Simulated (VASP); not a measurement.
# ZnF2 (P4_2/mnm) in VASP: further runs

The runs below take ZnF2 through single point, with PBE, r2SCAN.

All numbers are computed with VASP 6.6.1; they aren't measurements. Logs are shortened: lines on timing, memory, paths and dates and some standing lists are left out, and cuts for length are marked.

## (1) The cell of the first run

The structure is tetragonal, space group P4_2/mnm (No. 136). The conventional cell has a = 4.703 Å, b = 4.703 Å, c = 3.127 Å, α = 90.00°, β = 90.00°, γ = 90.00°. Within 2.7 Å of Zn (site symmetry mmm) lie 6 F at 2.02 to 2.04 Å. F (site symmetry m2m) has 3 Zn at 2.02 to 2.04 Å and 1 F at 2.62 Å within 2.7 Å.

## (2) Single point, PBE

INCAR reads:

```
SYSTEM = ZnF2
PREC = Accurate ; ENCUT = 600
EDIFF = 1E-6 ; ISMEAR = 0
SIGMA = 0.01 ; LREAL = .False.
LASPH = .True. ; NELM = 120
ALGO = Normal ; ISIF = 2
LWAVE = .False. ; LCHARG = .False.
GGA = PE ; NBANDS = 35
GGA_COMPAT = .False.
```

KPOINTS reads:

```
regular mesh
0
Gamma
  6 6 8
  0 0 0
```

POSCAR reads:

```
ZnF2
1.0
    4.7033647456      0.0000000000      0.0000000000
    0.0000000000      4.7033647456      0.0000000000
    0.0000000000      0.0000000000      3.1267863794
Zn F
2 4
Direct
    0.0000000000      0.0000000000      0.0000000000
    0.5000000000      0.5000000000      0.5000000000
    0.3031901719      0.3031901719      0.0000000000
    0.1968098281      0.8031901719      0.5000000000
    0.8031901719      0.1968098281      0.5000000000
    0.6968098281      0.6968098281      0.0000000000
```

Potentials or basis: VASP PAW PBE potentials, release 64 (Zn, F).

Launch:

```console
> cat potpaw_PBE.64/Zn/POTCAR potpaw_PBE.64/F/POTCAR > POTCAR
> mpirun -np 1 vasp_std > vasp.out
```

OUTCAR:

```text
SYSTEM = ZnF2
   PREC = Accurate
   ENCUT = 600
   EDIFF = 1E-6
   ISMEAR = 0
   LREAL = .False.
   LASPH = .True.
   NELM = 120
   ISIF = 2
   GGA = PE

 ion  position               nearest neighbor table
   1  0.000  0.000  0.000-   3 2.02   6 2.02   5 2.04   4 2.04   4 2.04   5 2.04
   2  0.500  0.500  0.500-   4 2.02   5 2.02   3 2.04   6 2.04   3 2.04   6 2.04
   3  0.303  0.303  0.000-   1 2.02   2 2.04   2 2.04
   4  0.197  0.803  0.500-   2 2.02   1 2.04   1 2.04
   5  0.803  0.197  0.500-   2 2.02   1 2.04   1 2.04
   6  0.697  0.697  0.000-   1 2.02   2 2.04   2 2.04

  LATTYP: Found a simple tetragonal cell.
 ALAT       =     4.7033647456
 C/A-ratio  =     0.6647977668

  Lattice vectors:

 A1 = (   4.7033647456,   0.0000000000,   0.0000000000)
 A2 = (   0.0000000000,   4.7033647456,   0.0000000000)
 A3 = (   0.0000000000,   0.0000000000,   3.1267863794)

Analysis of symmetry for initial positions (statically):
=====================================================================
 Subroutine PRICEL returns:
 Original cell was already a primitive cell.

 Routine SETGRP: Setting up the symmetry group for a
 simple tetragonal supercell.

 Subroutine GETGRP returns: Found 16 space group operations
 (whereof  8 operations were pure point group operations)
 out of a pool of 16 trial point group operations.

The static configuration has the point symmetry D_2h.
 The point group associated with its full space group is D_4h.

Analysis of symmetry for dynamics (positions and initial velocities):
=====================================================================
 Subroutine PRICEL returns:
 Original cell was already a primitive cell.

 Routine SETGRP: Setting up the symmetry group for a
 simple tetragonal supercell.

 Subroutine GETGRP returns: Found 16 space group operations
 (whereof  8 operations were pure point group operations)
 out of a pool of 16 trial point group operations.

The dynamic configuration has the point symmetry D_2h.
 The point group associated with its full space group is D_4h.

 Subroutine INISYM returns: Found 16 space group operations
 (whereof  8 operations are pure point group operations),
 and found     1 'primitive' translations

----------------------------------------------------------------------------------------

                                     Primitive cell

  volume of cell :      69.1696

  direct lattice vectors                    reciprocal lattice vectors
     4.703364746  0.000000000  0.000000000     0.212613747  0.000000000  0.000000000
     0.000000000  4.703364746  0.000000000     0.000000000  0.212613747  0.000000000
     0.000000000  0.000000000  3.126786379     0.000000000  0.000000000  0.319817179

  length of vectors
     4.703364746  4.703364746  3.126786379     0.212613747  0.212613747  0.319817179

  position of ions in fractional coordinates (direct lattice)
     0.000000000  0.000000000  0.000000000
     0.500000000  0.500000000  0.500000000
     0.303190172  0.303190172  0.000000000
     0.196809828  0.803190172  0.500000000
     0.803190172  0.196809828  0.500000000
     0.696809828  0.696809828  0.000000000

  ion indices of the primitive-cell ions
   primitive index   ion index
                 1           1
                 2           2
                 3           3
                 4           4
                 5           5
                 6           6

----------------------------------------------------------------------------------------

 KPOINTS: regular mesh

Automatic generation of k-mesh.
 Grid dimensions read from file:
 generate k-points for:    6    6    8

 Generating k-lattice:

  Cartesian coordinates                     Fractional coordinates (reciprocal lattice)
     0.035435624  0.000000000  0.000000000     0.166666667  0.000000000  0.000000000
     0.000000000  0.035435624  0.000000000     0.000000000  0.166666667  0.000000000
     0.000000000  0.000000000  0.039977147     0.000000000  0.000000000  0.125000000

  Length of vectors
     0.035435624  0.035435624  0.039977147

  Shift w.r.t. Gamma in fractional coordinates (k-lattice)
     0.000000000  0.000000000  0.000000000

 Subroutine IBZKPT returns following result:
 ===========================================

 Found     50 irreducible k-points:

 Following reciprocal coordinates:
            Coordinates               Weight
  0.000000  0.000000  0.000000      1.000000
  0.166667  0.000000  0.000000      4.000000
  0.333333  0.000000  0.000000      4.000000
  0.500000  0.000000  0.000000      2.000000
  0.166667  0.166667  0.000000      4.000000
  0.333333  0.166667  0.000000      8.000000
[... 16 lines left out ...]
  0.333333  0.000000  0.250000      8.000000
  0.500000  0.000000  0.250000      4.000000
 [... further k-points ...]
   k-points           NKPTS =     50   k-points in BZ     NKDIM =     50   number of bands    NBANDS=     35
   number of dos      NEDOS =    301   number of ions     NIONS =      6
   total plane-waves  NPLWV =  44800
   dimension x,y,z NGX =    40 NGY =   40 NGZ =   28
   dimension x,y,z NGXF=    80 NGYF=   80 NGZF=   56
   ions per type =               2   4
   NGX,Y,Z   is equivalent  to a cutoff of  14.14, 14.14, 14.89 a.u.
   NGXF,Y,Z  is equivalent  to a cutoff of  28.28, 28.28, 29.77 a.u.
 SYSTEM =  ZnF2
   PREC   = accura    normal or accurate (medium, high low for compatibility)
   ISTART =      0    job   : 0-new  1-cont  2-samecut
   ICHARG =      2    charge: 1-file 2-atom 10-const
   ISPIN  =      1    spin polarized calculation?
   LNONCOLLINEAR =      F non collinear calculations
   LSORBIT =      F    spin-orbit coupling
   LASPH  =      T    aspherical Exc in radial PAW
   ENCUT  =  600.0 eV  44.10 Ry    6.64 a.u.   9.39  9.39  6.24*2*pi/ulx,y,z
   NELM   =    120;   NELMIN=  2; NELMDL= -5     # of ELM steps
   EDIFF  = 0.1E-05   stopping-criterion for ELM
   LREAL  =      F    real-space projection
   EDIFFG = 0.1E-04   stopping-criterion for IOM
   NSW    =      0    number of steps for IOM
   IBRION =     -1    ionic relax: 0-MD 1-quasi-New 2-CG
   NFREE  =      0    steps in history (QN), initial steepest desc. (CG)
   ISIF   =      2    stress and relaxation
   ISYM   =      2    0-nonsym 1-usesym 2-fastsym
   POTIM  = 0.5000    time-step for ionic-motion
   TEBEG  =    0.0;   TEEND  =   0.0 temperature during run
   PSTRESS=    0.0 pullay stress
   NELECT =      52.0000    total number of electrons
   NUPDOWN=      -1.0000    fix difference up-down
   EMIN   =  10.00;   EMAX   =-10.00  energy-range for DOS
   EFERMI =   0.00;   METHOD = LEGACY
   ISMEAR =     0;   SIGMA  =   0.01  broadening in eV -4-tet -1-fermi 0-gaus
   EFERMI_NEDOS =   21; number of points for ismear=-14 and -15
   IALGO  =     38    algorithm
   IMIX   =      4    mixing-type and parameters
     AMIX     =   0.40;   BMIX     =  1.00
     AMIX_MAG =   1.60;   BMIX_MAG =  1.00
  volume/ion in A,a.u.               =      11.53        77.80
  Fermi-wavevector in a.u.,A,eV,Ry     =   1.488575  2.812999 30.148551  2.215856
  Thomas-Fermi vector in A             =   2.601593
   LORBIT       =      0    0 simple, 1 ext, 2 COOP (PROOUT), +10 PAW based schemes
   GGA     = PE    functional components
   LHFCALC =     F    Hartree Fock is set to
   AEXX    =    0.0000 exact exchange contribution
   IVDW    =     0    specifies the selected vdW correction
   LEPSILON=     F    determine dielectric tensor
   LRPA    =     F    only Hartree local field effects (RPA)
 non-spin polarized calculation
 Gauss-broadening in eV      SIGMA  =   0.01
  energy-cutoff  :      600.00
  volume of cell :       69.17
 maximum number of plane-waves:      2338
 NGX is ok and might be reduce to    40
   NGX = 19   NGY = 19   NGZ = 13

 number of electron      52.0000011 magnetization

 Free energy of the ion-electron system (eV)
  ---------------------------------------------------
  ext. energy  EPLUGINS =         0.00000000
  ---------------------------------------------------
  free energy    TOTEN  =       -23.15608947 eV

  energy without entropy =      -23.15608947  energy(sigma->0) =      -23.15608947

 E-fermi :  -1.0074     XC(G=0): -10.2905

 val. band max:       -1.0901324086   @ k =   0.0000   0.0000   0.0000
 cond. band min:       2.4173821681   @ k =   0.0000   0.0000   0.0000
 fundamental gap:      3.5075145767
 Fermi energy:        -1.0073933629

 k-point     1 :       0.0000    0.0000    0.0000
  band No.  band energies     occupation
      1     -23.0151      2.00000
      2     -22.2363      2.00000
      3     -22.2363      2.00000
      4     -22.1996      2.00000
      5      -7.3723      2.00000
      6      -6.4755      2.00000
[... 27 lines left out ...]
     34      13.9545      0.00000
     35      13.9545      0.00000

 k-point     2 :       0.1667    0.0000    0.0000
  band No.  band energies     occupation
      1     -22.9724      2.00000
      2     -22.3316      2.00000
      3     -22.2273      2.00000
      4     -22.1622      2.00000
      5      -7.2375      2.00000
      6      -6.4327      2.00000
[... 27 lines left out ...]
     34      14.5312      0.00000
     35      14.5427      0.00000

 k-point     3 :       0.3333    0.0000    0.0000
  band No.  band energies     occupation
      1     -22.8527      2.00000
      2     -22.4939      2.00000
      3     -22.2037      2.00000
      4     -22.1553      2.00000
      5      -6.8774      2.00000
      6      -6.3505      2.00000
[... 27 lines left out ...]
     34      14.9778      0.00000
     35      15.1504      0.00000
[... 723 lines left out ...]
 k-point    23 :       0.3333    0.0000    0.2500
  band No.  band energies     occupation
      1     -22.6929      2.00000
      2     -22.4173      2.00000
      3     -22.1998      2.00000
      4     -22.1822      2.00000
      5      -6.5273      2.00000
      6      -6.0702      2.00000
[... 27 lines left out ...]
     34      13.4762      0.00000
     35      14.1043      0.00000

 k-point    24 :       0.5000    0.0000    0.2500
  band No.  band energies     occupation
      1     -22.5589      2.00000
      2     -22.5589      2.00000
      3     -22.1887      2.00000
      4     -22.1887      2.00000
      5      -6.1611      2.00000
      6      -6.1611      2.00000
[... 27 lines left out ...]
     34      13.1265      0.00000
     35      15.2038      0.00000

 [... further k-points ...]

------------------------ aborting loop because EDIFF is reached ----------------------------------------

  FORCE on cell =-STRESS in cart. coord.  units (eV):
  Direction    XX          YY          ZZ          XY          YZ          ZX
  --------------------------------------------------------------------------------------
  -------------------------------------------------------------------------------------
  Total        2.8625508      2.8625508      3.3665517     -0.0000000      0.0000000      0.0000000
  in kB       66.3053010     66.3053010     77.9794808     -0.0000000      0.0000000      0.0000000
  external PRESSURE =      70.1966942 kB  Pullay stress =       0.0000000 kB

 VOLUME and BASIS-vectors are now :
 -----------------------------------------------------------------------------
  energy-cutoff  :      600.00
  volume of cell :       69.17
      direct lattice vectors                 reciprocal lattice vectors
     4.703364746  0.000000000  0.000000000     0.212613747  0.000000000  0.000000000
     0.000000000  4.703364746  0.000000000     0.000000000  0.212613747  0.000000000
     0.000000000  0.000000000  3.126786379     0.000000000  0.000000000  0.319817179

 POSITION                                       TOTAL-FORCE (eV/Angst)
 -----------------------------------------------------------------------------------
      0.00000      0.00000      0.00000         0.000000      0.000000      0.000000
      2.35168      2.35168      1.56339         0.000000      0.000000      0.000000
      1.42601      1.42601      0.00000        -0.030472     -0.030472     -0.000000
      0.92567      3.77770      1.56339         0.030472     -0.030472      0.000000
      3.77770      0.92567      1.56339        -0.030472      0.030472      0.000000
      3.27735      3.27735      0.00000         0.030472      0.030472      0.000000
 -----------------------------------------------------------------------------------
    total drift:                                0.000000     -0.000000      0.000000

  FREE ENERGIE OF THE ION-ELECTRON SYSTEM (eV)
  ---------------------------------------------------
  free  energy   TOTEN  =       -23.1560894692 eV

  energy  without entropy=      -23.1560894692  energy(sigma->0) =      -23.15608947
```

It took 80 s on 1 thread of Intel Xeon Platinum 8488C (Sapphire Rapids), shared host; peak memory 0.26 GiB.

What came out:

| Item | Value |
| --- | --- |
| Free energy | -23.1561 eV |
| Pressure | 7.0 GPa |
| Largest force | 0.043 eV/Å |
| Band gap on the k mesh | 3.51 eV |

Forces in eV/Å, atoms in the order of the input:
```
Zn   0.000  0.000  0.000
Zn   0.000  0.000  0.000
F   -0.030 -0.030  0.000
F    0.030 -0.030  0.000
F   -0.030  0.030  0.000
F    0.030  0.030  0.000
```

Caveat: the cell stands under pressure; the structure was generated, so it needn't be the stable form of ZnF2.

[end of part 1 of 2]
